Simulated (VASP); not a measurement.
# W (P6_3/mmc) in VASP: single point with PBE

Aim: the single point of W with PBE.

All numbers are computed with VASP 6.6.1; they aren't measurements. Logs are shortened: lines on timing, memory, paths and dates and some standing lists are left out, and cuts for length are marked.

### 1 The cell of the first run

The structure is hexagonal, space group P6_3/mmc (No. 194). Conventional cell: a = 2.778 Å, b = 2.778 Å, c = 4.924 Å, α = 90.00°, β = 90.00°, γ = 120.00°. Within 3.7 Å of W (site symmetry -6m2) lie 12 W at 2.78 to 2.94 Å.

This isn't the form of W at room conditions, which is bcc.

### 2 Single point, PBE, non-collinear spin, zero start, spin-orbit coupling

Contents of INCAR:

```
PREC     = Accurate       # precision mode
ENCUT    = 520            # plane-wave cutoff, eV
EDIFF    = 1E-6           # SCF threshold, eV
ISMEAR   = 0              # smearing method
SIGMA    = 0.05           # smearing width, eV
LREAL    = False          # projectors in reciprocal space
LASPH    = True           # aspherical terms in the spheres
NELM     = 150            # most SCF steps
ALGO     = Normal         # electronic algorithm
ISIF     = 2              # what is computed and relaxed
LWAVE    = False          # write WAVECAR
LCHARG   = False          # write CHGCAR
LNONCOLLINEAR= True           # non-collinear magnetism
MAGMOM   = 0 0 0 0 0 0    # initial moments
LORBIT   = 11             # projections on sites
LSORBIT  = True           # spin-orbit coupling
GGA_COMPAT= False        
LORBMOM  = True         
LMAXMIX  = 4              # l up to which the mixer works
GGA      = PE             # functional
NBANDS   = 40             # bands
```

Contents of KPOINTS:

```
regular mesh
0
Gamma
  18 18 8
```

Contents of POSCAR:

```
W
1.0
    2.7781670494      0.0000000000      0.0000000000
   -1.3890835247      2.4059632407      0.0000000000
    0.0000000000      0.0000000000      4.9244297893
W
2
Direct
    0.3333333333      0.6666666667      0.7500000000
    0.6666666667      0.3333333333      0.2500000000
```

Potentials or basis: VASP PAW PBE potentials, release 64 (W_sv).

Started as:

```console
$ cat potpaw_PBE.64/W_sv/POTCAR > POTCAR
$ mpirun -np 1 vasp_ncl > vasp.out
```

OUTCAR:

```text
PREC = Accurate
   ENCUT = 520
   EDIFF = 1E-6
   ISMEAR = 0
   LREAL = False
   LASPH = True
   NELM = 150
   ISIF = 2
   LNONCOLLINEAR = True
   LORBIT = 11
   LSORBIT = True
   GGA = PE

 ion  position               nearest neighbor table
   1  0.333  0.667  0.750-   2 2.94   2 2.94   2 2.94   2 2.94   2 2.94   2 2.94
   2  0.667  0.333  0.250-   1 2.94   1 2.94   1 2.94   1 2.94   1 2.94   1 2.94

  LATTYP: Found a hexagonal cell.
 ALAT       =     2.7781670494
 C/A-ratio  =     1.7725463234

  Lattice vectors:

 A1 = (   2.7781670494,   0.0000000000,   0.0000000000)
 A2 = (  -1.3890835247,   2.4059632407,   0.0000000000)
 A3 = (   0.0000000000,   0.0000000000,   4.9244297893)

Analysis of symmetry for initial positions (statically):
=====================================================================
 Subroutine PRICEL returns:
 Original cell was already a primitive cell.

 Routine SETGRP: Setting up the symmetry group for a
 hexagonal supercell.

 Subroutine GETGRP returns: Found 24 space group operations
 (whereof 12 operations were pure point group operations)
 out of a pool of 24 trial point group operations.

The static configuration has the point symmetry D_3d.
 The point group associated with its full space group is D_6h.

Analysis of symmetry for dynamics (positions and initial velocities):
=====================================================================
 Subroutine PRICEL returns:
 Original cell was already a primitive cell.

 Routine SETGRP: Setting up the symmetry group for a
 hexagonal supercell.

 Subroutine GETGRP returns: Found 24 space group operations
 (whereof 12 operations were pure point group operations)
 out of a pool of 24 trial point group operations.

The dynamic configuration has the point symmetry D_3d.
 The point group associated with its full space group is D_6h.

Analysis of structural, dynamic, and magnetic symmetry:
=====================================================================
 Subroutine PRICEL returns:
 Original cell was already a primitive cell.

 Routine SETGRP: Setting up the symmetry group for a
 hexagonal supercell.

 Subroutine GETGRP returns: Found 24 space group operations
 (whereof 12 operations were pure point group operations)
 out of a pool of 24 trial point group operations.

The overall configuration has the point symmetry D_3d.
 The point group associated with its full space group is D_6h.

 Subroutine INISYM returns: Found 24 space group operations
 (whereof 12 operations are pure point group operations),
 and found     1 'primitive' translations

----------------------------------------------------------------------------------------

                                     Primitive cell

  volume of cell :      32.9157

  direct lattice vectors                    reciprocal lattice vectors
     2.778167049  0.000000000  0.000000000     0.359949557  0.207816974  0.000000000
    -1.389083525  2.405963241  0.000000000     0.000000000  0.415633948  0.000000000
     0.000000000  0.000000000  4.924429789     0.000000000  0.000000000  0.203069196

  length of vectors
     2.778167049  2.778167049  4.924429789     0.415633948  0.415633948  0.203069196

  position of ions in fractional coordinates (direct lattice)
     0.333333333  0.666666667  0.750000000
     0.666666667  0.333333333  0.250000000

  ion indices of the primitive-cell ions
   primitive index   ion index
                 1           1
                 2           2

----------------------------------------------------------------------------------------

 KPOINTS: regular mesh

Automatic generation of k-mesh.
 Grid dimensions read from file:
 generate k-points for:   18   18    8

 Generating k-lattice:

  Cartesian coordinates                     Fractional coordinates (reciprocal lattice)
     0.019997198  0.011545387  0.000000000     0.055555556  0.000000000  0.000000000
     0.000000000  0.023090775  0.000000000     0.000000000  0.055555556  0.000000000
     0.000000000  0.000000000  0.025383650     0.000000000  0.000000000  0.125000000

  Length of vectors
     0.023090775  0.023090775  0.025383650

  Shift w.r.t. Gamma in fractional coordinates (k-lattice)
     0.000000000  0.000000000  0.000000000

 Subroutine IBZKPT returns following result:
 ===========================================
[... 64 lines left out ...]
   EFERMI_NEDOS =   21; number of points for ismear=-14 and -15
   IALGO  =     38    algorithm
   IMIX   =      4    mixing-type and parameters
     AMIX     =   0.40;   BMIX     =  1.00
     AMIX_MAG =   1.60;   BMIX_MAG =  1.00
  volume/ion in A,a.u.               =      16.46       111.06
  Fermi-wavevector in a.u.,A,eV,Ry     =   1.551171  2.931289 32.737416  2.406132
  Thomas-Fermi vector in A             =   2.655729
   LORBIT       =     11    0 simple, 1 ext, 2 COOP (PROOUT), +10 PAW based schemes
   GGA     = PE    functional components
   LHFCALC =     F    Hartree Fock is set to
   AEXX    =    0.0000 exact exchange contribution
   IVDW    =     0    specifies the selected vdW correction
   LEPSILON=     F    determine dielectric tensor
   LRPA    =     F    only Hartree local field effects (RPA)
 Gauss-broadening in eV      SIGMA  =   0.05
  energy-cutoff  :      520.00
  volume of cell :       32.92
 maximum number of plane-waves:      1802
 NGX is ok and might be reduce to    24
   NGX = 11   NGY = 11   NGZ = 19

 number of electron      28.0000000 magnetization       0.0000000      0.0000000      0.0000000

 number of electron      28.0000003 magnetization      -0.0000000     -0.0000000      0.0000000

 number of electron      28.0000003 magnetization       0.0000000      0.0000000     -0.0000000

 number of electron      28.0000003 magnetization      -0.0000000     -0.0000000     -0.0000000

 Free energy of the ion-electron system (eV)
  ---------------------------------------------------
  ext. energy  EPLUGINS =         0.00000000
  ---------------------------------------------------
  free energy    TOTEN  =       -26.62372957 eV

  energy without entropy =      -26.62122992  energy(sigma->0) =      -26.62247975

 E-fermi :  10.5610     XC(G=0): -13.4115

 val. band max:       10.5578712277   @ k =   0.0556   0.0556   0.5000
 cond. band min:      10.5612544351   @ k =   0.0556   0.0556   0.5000
 fundamental gap:      0.0033832075
 Fermi energy:        10.5610441082

 k-point     1 :       0.0000    0.0000    0.0000
  band No.  band energies     occupation
      1     -63.2348      1.00000
      2     -63.2348      1.00000
      3     -63.1628      1.00000
      4     -63.1628      1.00000
      5     -33.1928      1.00000
      6     -33.1928      1.00000
[... 1021 lines left out ...]
     39      19.5157      0.00000
     40      19.5157      0.00000

 [... further k-points ...]

------------------------ aborting loop because EDIFF is reached ----------------------------------------

  FORCE on cell =-STRESS in cart. coord.  units (eV):
  Direction    XX          YY          ZZ          XY          YZ          ZX
  --------------------------------------------------------------------------------------
  -------------------------------------------------------------------------------------
  Total        0.5292608      0.5292608      0.4841346      0.0000000     -0.0000000      0.0000000
  in kB       25.7618491     25.7618491     23.5653246      0.0000000     -0.0000000      0.0000000
  external PRESSURE =      25.0296742 kB  Pullay stress =       0.0000000 kB

 VOLUME and BASIS-vectors are now :
 -----------------------------------------------------------------------------
  energy-cutoff  :      520.00
  volume of cell :       32.92
      direct lattice vectors                 reciprocal lattice vectors
     2.778167049  0.000000000  0.000000000     0.359949557  0.207816974  0.000000000
    -1.389083525  2.405963241  0.000000000     0.000000000  0.415633948  0.000000000
     0.000000000  0.000000000  4.924429789     0.000000000  0.000000000  0.203069196

 POSITION                                       TOTAL-FORCE (eV/Angst)
 -----------------------------------------------------------------------------------
     -0.00000      1.60398      3.69332         0.000000      0.000000      0.000000
      1.38908      0.80199      1.23111         0.000000     -0.000000     -0.000000
 -----------------------------------------------------------------------------------
    total drift:                                0.000000      0.000000      0.000000

  FREE ENERGIE OF THE ION-ELECTRON SYSTEM (eV)
  ---------------------------------------------------
  free  energy   TOTEN  =       -26.6237295736 eV

  energy  without entropy=      -26.6212299170  energy(sigma->0) =      -26.62247975

 orbital moment (x)

 # of ion     p       d       tot
 ----------------------------------------
  1        -0.000  -0.000  -0.000
  2         0.000  -0.000  -0.000
 ----------------------------------------
           -0.000  -0.000  -0.000

 orbital moment (y)

 # of ion     p       d       tot
 ----------------------------------------
  1         0.000   0.000   0.000
  2         0.000   0.000   0.000
 ----------------------------------------
            0.000   0.000   0.000

 orbital moment (z)

 # of ion     p       d       tot
 ----------------------------------------
  1         0.000   0.000   0.000
  2         0.000  -0.000  -0.000
 ----------------------------------------
            0.000  -0.000  -0.000

 Spin-Orbit-Coupling matrix elements

 Ion:    1  E_soc:     -1.7041432
 l=   1
     0.0000000    -0.2316122    -0.2319208
    -0.2316122     0.0000000    -0.2316122
    -0.2319208    -0.2316122     0.0000000
 l=   2
     0.0000000    -0.0095156     0.0000000    -0.0095156    -0.0457622
    -0.0095156     0.0000000    -0.0319671    -0.0091678    -0.0095156
     0.0000000    -0.0319671     0.0000000    -0.0319671     0.0000000
    -0.0095156    -0.0091678    -0.0319671     0.0000000    -0.0095156
    -0.0457622    -0.0095156     0.0000000    -0.0095156     0.0000000
 l=   3
     0.0000000     0.0000000     0.0000000     0.0000000     0.0000000     0.0000000     0.0000000
     0.0000000     0.0000000     0.0000000     0.0000000     0.0000000     0.0000000     0.0000000
     0.0000000     0.0000000     0.0000000     0.0000000     0.0000000     0.0000000     0.0000000
     0.0000000     0.0000000     0.0000000     0.0000000     0.0000000     0.0000000     0.0000000
     0.0000000     0.0000000     0.0000000     0.0000000     0.0000000     0.0000000     0.0000000
     0.0000000     0.0000000     0.0000000     0.0000000     0.0000000     0.0000000     0.0000000
     0.0000000     0.0000000     0.0000000     0.0000000     0.0000000     0.0000000     0.0000000

 Ion:    2  E_soc:     -1.7041432
 l=   1
     0.0000000    -0.2316122    -0.2319208
    -0.2316122     0.0000000    -0.2316122
    -0.2319208    -0.2316122     0.0000000
 l=   2
     0.0000000    -0.0095156     0.0000000    -0.0095156    -0.0457622
    -0.0095156     0.0000000    -0.0319671    -0.0091678    -0.0095156
     0.0000000    -0.0319671     0.0000000    -0.0319671     0.0000000
    -0.0095156    -0.0091678    -0.0319671     0.0000000    -0.0095156
    -0.0457622    -0.0095156     0.0000000    -0.0095156     0.0000000
 l=   3
     0.0000000     0.0000000     0.0000000     0.0000000     0.0000000     0.0000000     0.0000000
     0.0000000     0.0000000     0.0000000     0.0000000     0.0000000     0.0000000     0.0000000
     0.0000000     0.0000000     0.0000000     0.0000000     0.0000000     0.0000000     0.0000000
     0.0000000     0.0000000     0.0000000     0.0000000     0.0000000     0.0000000     0.0000000
     0.0000000     0.0000000     0.0000000     0.0000000     0.0000000     0.0000000     0.0000000
     0.0000000     0.0000000     0.0000000     0.0000000     0.0000000     0.0000000     0.0000000
     0.0000000     0.0000000     0.0000000     0.0000000     0.0000000     0.0000000     0.0000000

 total charge

# of ion       s       p       d       tot
------------------------------------------
    1        2.407   6.318   3.326  12.051
    2        2.407   6.318   3.326  12.051
--------------------------------------------------
tot          4.814  12.635   6.651  24.101

 magnetization (x)

# of ion       s       p       d       tot
------------------------------------------
    1        0.000   0.000  -0.000   0.000
    2       -0.000   0.000   0.000   0.000
--------------------------------------------------
tot          0.000   0.000   0.000   0.000

 magnetization (y)

# of ion       s       p       d       tot
------------------------------------------
    1       -0.000   0.000   0.000   0.000
    2       -0.000   0.000   0.000  -0.000
--------------------------------------------------
tot         -0.000   0.000   0.000   0.000

 magnetization (z)

# of ion       s       p       d       tot
------------------------------------------
    1        0.000   0.000   0.000   0.000
    2        0.000   0.000   0.000   0.000
--------------------------------------------------
tot          0.000   0.000   0.000   0.000
```

Run time: 2.6 min. Hardware: 1 thread of Intel Xeon 6975P-C (Granite Rapids), shared host; peak memory 0.46 GiB.

What came out:

* Free energy: -26.6237 eV
* Pressure: 2.5 GPa
* Net moment: 0.00 μB per cell
* Valence electrons inside the program's atomic spheres: W 12.05

Moments on the atoms (μB; x, y, z):
```
W   0.00 0.00 0.00
W   0.00 0.00 0.00
```
